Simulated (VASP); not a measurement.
# C in VASP: a series of runs

C is run at these levels: PBEsol; tasks: single point.

All numbers are computed with VASP 6.6.1; they aren't measurements. Logs are shortened: lines on timing, memory, paths and dates and some standing lists are left out, and cuts for length are marked.

### Step 1. The cell of the first run

The cell holds a slab with vacuum, 14 atoms: a = 2.459 Å, b = 4.261 Å, c = 26.682 Å, α = 90.00°, β = 90.00°, γ = 90.00°.

### Step 2. Single point, PBEsol

The input, INCAR:

```
  PREC = Accurate
  ENCUT = 520
  EDIFF = 1E-6
  ISMEAR = 0
  SIGMA = 0.05
  LREAL = F
  LASPH = T
  NELM = 120
  ALGO = Normal
  ISIF = 2
  LWAVE = F
  LCHARG = T
  LDIPOL = T
  IDIPOL = 3
  DIPOL = 0.5 0.5 0.500
  GGA = PS
  LELF = T
  LVHAR = T
  LVACPOTAV = T
  NBANDS = 41
  GGA_COMPAT = F
  NELMDL = -8
```

The input, KPOINTS:

```
regular mesh
0
Gamma
  11 6 1
```

The input, POSCAR:

```
C
1.0
    2.4588524064      0.0000000000      0.0000000000
    0.0000000000      4.2614788157      0.0000000000
    0.0000000000      0.0000000000     26.6816211282
C
14
Direct
    0.5000000000      0.3329292815      0.2810923656
    0.0000000000      0.4161283600      0.3041275240
    0.0000000000      0.5826151621      0.3502223840
    0.5000000000      0.6658142405      0.3732575424
    0.5000000000      0.8323010426      0.4193524024
    0.0000000000      0.9155001210      0.4423875608
    0.0000000000      0.0819869231      0.4884824208
    0.5000000000      0.1651860016      0.5115175792
    0.5000000000      0.3316728036      0.5576124392
    0.0000000000      0.4148718821      0.5806475976
    0.0000000000      0.5813586841      0.6267424576
    0.5000000000      0.6645577626      0.6497776160
    0.5000000000      0.8310445646      0.6958724760
    0.0000000000      0.9142436431      0.7189076344
```

Potentials or basis: VASP PAW PBE potentials, release 64 (C).

The run is started by

```
> cat potpaw_PBE.64/C/POTCAR > POTCAR
> mpirun -np 1 vasp_std > vasp.out
```

OUTCAR:

```text
PREC = Accurate
   ENCUT = 520
   EDIFF = 1E-6
   ISMEAR = 0
   LREAL = F
   LASPH = T
   NELM = 120
   ISIF = 2
   GGA = PS
   NELMDL = -8

 ion  position               nearest neighbor table
   1  0.500  0.333  0.281-   2 1.42   2 1.42
   2  0.000  0.416  0.304-   1 1.42   1 1.42   3 1.42
   3  0.000  0.583  0.350-   4 1.42   4 1.42   2 1.42
   4  0.500  0.666  0.373-   3 1.42   3 1.42   5 1.42
   5  0.500  0.832  0.419-   6 1.42   6 1.42   4 1.42
   6  0.000  0.916  0.442-   5 1.42   5 1.42   7 1.42
   7  0.000  0.082  0.488-   8 1.42   8 1.42   6 1.42
   8  0.500  0.165  0.512-   7 1.42   7 1.42   9 1.42
   9  0.500  0.332  0.558-  10 1.42  10 1.42   8 1.42
  10  0.000  0.415  0.581-   9 1.42   9 1.42  11 1.42
  11  0.000  0.581  0.627-  12 1.42  12 1.42  10 1.42
  12  0.500  0.665  0.650-  11 1.42  11 1.42  13 1.42
  13  0.500  0.831  0.696-  14 1.42  14 1.42  12 1.42
  14  0.000  0.914  0.719-  13 1.42  13 1.42

  LATTYP: Found a simple orthorhombic cell.
 ALAT       =     2.4588524064
 B/A-ratio  =     1.7331169633
 C/A-ratio  =    10.8512495743

  Lattice vectors:

 A1 = (   2.4588524064,   0.0000000000,   0.0000000000)
 A2 = (   0.0000000000,   4.2614788157,   0.0000000000)
 A3 = (   0.0000000000,   0.0000000000,  26.6816211282)

Analysis of symmetry for initial positions (statically):
=====================================================================
 Subroutine PRICEL returns:
 Original cell was already a primitive cell.

 Routine SETGRP: Setting up the symmetry group for a
 simple orthorhombic supercell.

 Subroutine GETGRP returns: Found  4 space group operations
 (whereof  2 operations were pure point group operations)
 out of a pool of  8 trial point group operations.

The static configuration has the point symmetry C_1h.
 The point group associated with its full space group is C_2h.

Analysis of symmetry for dynamics (positions and initial velocities):
=====================================================================
 Subroutine PRICEL returns:
 Original cell was already a primitive cell.

 Routine SETGRP: Setting up the symmetry group for a
 simple orthorhombic supercell.

 Subroutine GETGRP returns: Found  4 space group operations
 (whereof  2 operations were pure point group operations)
 out of a pool of  8 trial point group operations.

The dynamic configuration has the point symmetry C_1h.
 The point group associated with its full space group is C_2h.

 Subroutine INISYM returns: Found  4 space group operations
 (whereof  2 operations are pure point group operations),
 and found     1 'primitive' translations

----------------------------------------------------------------------------------------

                                     Primitive cell

  volume of cell :     279.5793

  direct lattice vectors                    reciprocal lattice vectors
     2.458852406  0.000000000  0.000000000     0.406693788  0.000000000  0.000000000
     0.000000000  4.261478816  0.000000000     0.000000000  0.234660324  0.000000000
     0.000000000  0.000000000 26.681621128     0.000000000  0.000000000  0.037478982

  length of vectors
     2.458852406  4.261478816 26.681621128     0.406693788  0.234660324  0.037478982

  position of ions in fractional coordinates (direct lattice)
     0.500000000  0.332929282  0.281092366
     0.000000000  0.416128360  0.304127524
     0.000000000  0.582615162  0.350222384
     0.500000000  0.665814240  0.373257542
     0.500000000  0.832301043  0.419352402
     0.000000000  0.915500121  0.442387561
     0.000000000  0.081986923  0.488482421
     0.500000000  0.165186002  0.511517579
     0.500000000  0.331672804  0.557612439
     0.000000000  0.414871882  0.580647598
     0.000000000  0.581358684  0.626742458
     0.500000000  0.664557763  0.649777616
     0.500000000  0.831044565  0.695872476
     0.000000000  0.914243643  0.718907634

  ion indices of the primitive-cell ions
   primitive index   ion index
                 1           1
                 2           2
                 3           3
                 4           4
                 5           5
                 6           6
                 7           7
                 8           8
                 9           9
                10          10
                11          11
                12          12
                13          13
                14          14

----------------------------------------------------------------------------------------

 KPOINTS: regular mesh

Automatic generation of k-mesh.
 Grid dimensions read from file:
 generate k-points for:   11    6    1

 Generating k-lattice:

  Cartesian coordinates                     Fractional coordinates (reciprocal lattice)
     0.036972163  0.000000000  0.000000000     0.090909091  0.000000000  0.000000000
     0.000000000  0.039110054  0.000000000     0.000000000  0.166666667  0.000000000
     0.000000000  0.000000000  0.037478982     0.000000000  0.000000000  1.000000000

  Length of vectors
     0.036972163  0.039110054  0.037478982

  Shift w.r.t. Gamma in fractional coordinates (k-lattice)
     0.000000000  0.000000000  0.000000000

 Subroutine IBZKPT returns following result:
 ===========================================

 Found     24 irreducible k-points:

 Following reciprocal coordinates:
            Coordinates               Weight
  0.000000  0.000000  0.000000      1.000000
  0.090909  0.000000  0.000000      2.000000
  0.181818  0.000000  0.000000      2.000000
  0.272727  0.000000  0.000000      2.000000
  0.363636  0.000000  0.000000      2.000000
  0.454545  0.000000  0.000000      2.000000
[... 16 lines left out ...]
  0.363636  0.500000  0.000000      2.000000
  0.454545  0.500000  0.000000      2.000000
   k-points           NKPTS =     24   k-points in BZ     NKDIM =     24   number of bands    NBANDS=     41
   number of dos      NEDOS =    301   number of ions     NIONS =     14
   total plane-waves  NPLWV = 115200
   dimension x,y,z NGX =    18 NGY =   32 NGZ =  200
   dimension x,y,z NGXF=    36 NGYF=   64 NGZF=  400
   ions per type =              14
   NGX,Y,Z   is equivalent  to a cutoff of  12.17, 12.48, 12.46 a.u.
   NGXF,Y,Z  is equivalent  to a cutoff of  24.34, 24.97, 24.92 a.u.
 SYSTEM =  unknown system
   PREC   = accura    normal or accurate (medium, high low for compatibility)
   ISTART =      0    job   : 0-new  1-cont  2-samecut
   ICHARG =      2    charge: 1-file 2-atom 10-const
   ISPIN  =      1    spin polarized calculation?
   LNONCOLLINEAR =      F non collinear calculations
   LSORBIT =      F    spin-orbit coupling
   LASPH  =      T    aspherical Exc in radial PAW
   ENCUT  =  520.0 eV  38.22 Ry    6.18 a.u.   4.57  7.92 49.61*2*pi/ulx,y,z
   NELM   =    120;   NELMIN=  2; NELMDL= -8     # of ELM steps
   EDIFF  = 0.1E-05   stopping-criterion for ELM
   LREAL  =      F    real-space projection
   EDIFFG = 0.1E-04   stopping-criterion for IOM
   NSW    =      0    number of steps for IOM
   IBRION =     -1    ionic relax: 0-MD 1-quasi-New 2-CG
   NFREE  =      0    steps in history (QN), initial steepest desc. (CG)
   ISIF   =      2    stress and relaxation
   ISYM   =      2    0-nonsym 1-usesym 2-fastsym
   POTIM  = 0.5000    time-step for ionic-motion
   TEBEG  =    0.0;   TEEND  =   0.0 temperature during run
   PSTRESS=    0.0 pullay stress
   NELECT =      56.0000    total number of electrons
   NUPDOWN=      -1.0000    fix difference up-down
   EMIN   =  10.00;   EMAX   =-10.00  energy-range for DOS
   EFERMI =   0.00;   METHOD = LEGACY
   ISMEAR =     0;   SIGMA  =   0.05  broadening in eV -4-tet -1-fermi 0-gaus
   EFERMI_NEDOS =   21; number of points for ismear=-14 and -15
   IALGO  =     38    algorithm
   IMIX   =      4    mixing-type and parameters
     AMIX     =   0.40;   BMIX     =  1.00
     AMIX_MAG =   1.60;   BMIX_MAG =  1.00
  volume/ion in A,a.u.               =      19.97       134.76
  Fermi-wavevector in a.u.,A,eV,Ry     =   0.957861  1.810095 12.483315  0.917498
  Thomas-Fermi vector in A             =   2.086917
   LORBIT       =      0    0 simple, 1 ext, 2 COOP (PROOUT), +10 PAW based schemes
   GGA     = PS    functional components
   LHFCALC =     F    Hartree Fock is set to
   AEXX    =    0.0000 exact exchange contribution
   IVDW    =     0    specifies the selected vdW correction
   LEPSILON=     F    determine dielectric tensor
   LRPA    =     F    only Hartree local field effects (RPA)
 non-spin polarized calculation
 Gauss-broadening in eV      SIGMA  =   0.05
  energy-cutoff  :      520.00
  volume of cell :      279.58
 maximum number of plane-waves:      7632
   NGX =  9   NGY = 15   NGZ = 99

 dipolmoment           0.000000      0.000000      0.000000 electrons x Angstroem

 number of electron      56.0000014 magnetization

 dipolmoment           0.000000      0.000000     -0.000000 electrons x Angstroem

 Free energy of the ion-electron system (eV)
  ---------------------------------------------------
  ext. energy  EPLUGINS =         0.00000000
  ---------------------------------------------------
  free energy    TOTEN  =      -127.99511536 eV

  energy without entropy =     -127.97823876  energy(sigma->0) =     -127.98667706

 E-fermi :  -1.5498     XC(G=0):  -5.3465

 val. band max:       -1.5524842372   @ k =   0.1818   0.1667   0.0000
 cond. band min:      -1.5468580398   @ k =   0.0000   0.1667   0.0000
 fundamental gap:      0.0056261974
 Fermi energy:        -1.5497978554

 k-point     1 :       0.0000    0.0000    0.0000
  band No.  band energies     occupation
      1     -20.9750      2.00000
      2     -20.5666      2.00000
      3     -19.9391      2.00000
      4     -19.1053      2.00000
      5     -18.0806      2.00000
      6     -16.8974      2.00000
[... 32 lines left out ...]
     39       5.6230      0.00000
[... 988 lines left out ...]
     39       7.5122      0.00000
     40       8.0319      0.00000
 [bands above 40 left out]

------------------------ aborting loop because EDIFF is reached ----------------------------------------

  FORCE on cell =-STRESS in cart. coord.  units (eV):
  Direction    XX          YY          ZZ          XY          YZ          ZX
  --------------------------------------------------------------------------------------
  -------------------------------------------------------------------------------------
  Total        1.2174065      0.1130797      0.5641305      0.0000000      0.5392842      0.0000000
  in kB        6.9765580      0.6480225      3.2328469      0.0000000      3.0904609      0.0000000
  external PRESSURE =       3.6191424 kB  Pullay stress =       0.0000000 kB

 VOLUME and BASIS-vectors are now :
 -----------------------------------------------------------------------------
  energy-cutoff  :      520.00
  volume of cell :      279.58
      direct lattice vectors                 reciprocal lattice vectors
     2.458852406  0.000000000  0.000000000     0.406693788  0.000000000  0.000000000
     0.000000000  4.261478816  0.000000000     0.000000000  0.234660324  0.000000000
     0.000000000  0.000000000 26.681621128     0.000000000  0.000000000  0.037478982

 POSITION                                       TOTAL-FORCE (eV/Angst)
 -----------------------------------------------------------------------------------
      1.22943      1.41877      7.50000         0.000000      0.885605      1.672880
      0.00000      1.77332      8.11462         0.000000     -1.372903     -2.489401
      0.00000      2.48280      9.34450         0.000000      0.504052      0.854017
      1.22943      2.83735      9.95912         0.000000     -0.117550     -0.204142
      1.22943      3.54683     11.18900         0.000000      0.067764      0.119411
      0.00000      3.90138     11.80362         0.000000     -0.026183     -0.048374
      0.00000      0.34939     13.03350         0.000000      0.020171      0.036413
      1.22943      0.70394     13.64812         0.000000     -0.020171     -0.036413
      1.22943      1.41342     14.87800         0.000000      0.026183      0.048374
      0.00000      1.76797     15.49262         0.000000     -0.067764     -0.119411
      0.00000      2.47745     16.72250         0.000000      0.117550      0.204142
      1.22943      2.83200     17.33712         0.000000     -0.504052     -0.854017
      1.22943      3.54148     18.56701         0.000000      1.372903      2.489401
      0.00000      3.89603     19.18162         0.000000     -0.885605     -1.672880
 -----------------------------------------------------------------------------------
    total drift:                                0.000000     -0.000023      0.000004

  FREE ENERGIE OF THE ION-ELECTRON SYSTEM (eV)
  ---------------------------------------------------
  free  energy   TOTEN  =      -127.9951153645 eV

  energy  without entropy=     -127.9782387602  energy(sigma->0) =     -127.98667706

 vacuum level on the upper side and lower side of the slab         4.845         4.845
```

Run time: 4 min. Hardware: 1 thread of Intel Xeon 6975P-C (Granite Rapids), shared host; peak memory 0.41 GiB.

Results:

| Quantity | Value |
| --- | --- |
| Free energy | -127.9951 eV |
| Largest force | 2.843 eV/Å |
| Band gap on the k mesh | zero (bands 28 and 29 overlap by 0.21 eV) |

Forces on the atoms (eV/Å):
```
C    0.000  0.886  1.673
C    0.000 -1.373 -2.489
C    0.000  0.504  0.854
C    0.000 -0.118 -0.204
C    0.000  0.068  0.119
C    0.000 -0.026 -0.048
C    0.000  0.020  0.036
C    0.000 -0.020 -0.036
C    0.000  0.026  0.048
C    0.000 -0.068 -0.119
C    0.000  0.118  0.204
C    0.000 -0.504 -0.854
C    0.000  1.373  2.489
C    0.000 -0.886 -1.673
```

Caveat: the PAW data sets were made with another functional, which shifts forces and pressure a little.

[end of part 1 of 2]
